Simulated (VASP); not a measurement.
A run of VASP 6.6.1 is set up as follows.

INCAR

```
SYSTEM = CsSnI3
ALGO     = Normal         ! electronic algorithm
EDIFF    = 1E-6           ! SCF threshold, eV
EDIFFG   = -0.01          ! ionic threshold
ENCUT    = 600            ! plane-wave cutoff, eV
IBRION   = 2              ! ionic algorithm
ISIF     = 3              ! what is computed and relaxed
ISMEAR   = -1             ! smearing method
LASPH    = .TRUE.         ! aspherical terms in the spheres
LCHARG   = .FALSE.        ! write CHGCAR
LREAL    = .FALSE.        ! projectors in reciprocal space
LWAVE    = .FALSE.        ! write WAVECAR
NELM     = 60             ! most SCF steps
NSW      = 60             ! ionic steps
PREC     = Accurate       ! precision mode
SIGMA    = 0.05           ! smearing width, eV
```

Contents of KPOINTS:

```
k-points
0
G
  5 5 5
  0 0 0
```

Contents of POSCAR:

```
CsSnI3
1.0
    6.2057000000      0.0000000000      0.0000000000
    0.0000000000      6.2057000000      0.0000000000
    0.0000000000      0.0000000000      6.2057000000
Cs I Sn
1 3 1
Direct
    0.0000000000      0.0000000000      0.0000000000
    0.5000000000      0.5000000000      0.0000000000
    0.5000000000      0.0000000000      0.5000000000
    0.0000000000      0.5000000000      0.5000000000
    0.5000000000      0.5000000000      0.5000000000
```

Potentials or basis: VASP PAW LDA potentials, release 64 (Cs_sv, I, Sn_d).

Launch:

```bash
$ cat potpaw_LDA.64/Cs_sv/POTCAR potpaw_LDA.64/I/POTCAR potpaw_LDA.64/Sn_d/POTCAR > POTCAR
$ mpirun -np 1 vasp_std > vasp.out
```

Question: Predict the band gap on the k mesh.

Answer: 1.66 eV, direct.

Question: Predict the relaxed cell.

Answer: a = 6.025 Å, b = 6.025 Å, c = 6.025 Å, α = 90.00°, β = 90.00°, γ = 90.00°.

Question: What does it give for the relaxed volume?

Answer: 43.74 Å³/atom.

Question: Predict the space group after relaxing (to 0.05 Å).

Answer: Pm-3m (No. 221).

Step by step:
```csv
step,energy change (eV),largest force (eV/Å),pressure (GPa),volume (Å³)
1,0.0000,0.0000,-1.56,238.99
2,-0.1013,0.0000,-0.44,223.27
3,-0.1082,0.0000,-0.02,218.70
```

Caveat: spin-orbit coupling is left out, which moves the levels of the heavy elements. Zero-point motion and thermal expansion aren't in these numbers.
